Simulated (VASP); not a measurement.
AlN, 2 atoms in the cell. Symmetry: F-43m, No. 216, cubic system. Conventional cell: a = 4.454 Å, b = 4.454 Å, c = 4.454 Å, α = 90.00°, β = 90.00°, γ = 90.00°. Al (site symmetry -43m) has 4 N at 1.93 Å within 2.6 Å. Within 2.6 Å of N (site symmetry -43m) lie 4 Al at 1.93 Å. 

```yaml
Program: VASP 6.6.1
Task: single point
Functional: BLYP
Potentials_or_basis: VASP PAW PBE potentials, release 64 (Al, N)
Cutoff: 520 eV
k_mesh: 10 × 10 × 10
Occupations: fermi-dirac, width 0.05 eV
Spin: no spin polarisation
Dipole_correction: no
Further_INCAR_settings: ALGO = Normal; EDIFF = 1e-06; NBANDS = 11
```

Potentials or basis: VASP PAW PBE potentials, release 64 (Al, N).

Launch:

```sh
$ cat potpaw_PBE.64/Al/POTCAR potpaw_PBE.64/N/POTCAR > POTCAR
$ mpirun -np 1 vasp_std > vasp.out
```

Hardware: 1 thread of Intel(R) Xeon(R) Platinum 8375C CPU @ 2.90GHz (Ice Lake), with other jobs on the host.

Problem. How long does it take, and how much memory?

Solution. Run time: 9.4 s on 1 thread of Intel(R) Xeon(R) Platinum 8375C CPU @ 2.90GHz (Ice Lake), with other jobs on the host, peak memory 0.13 GiB. Counts: scf iterations 12, k points 47.
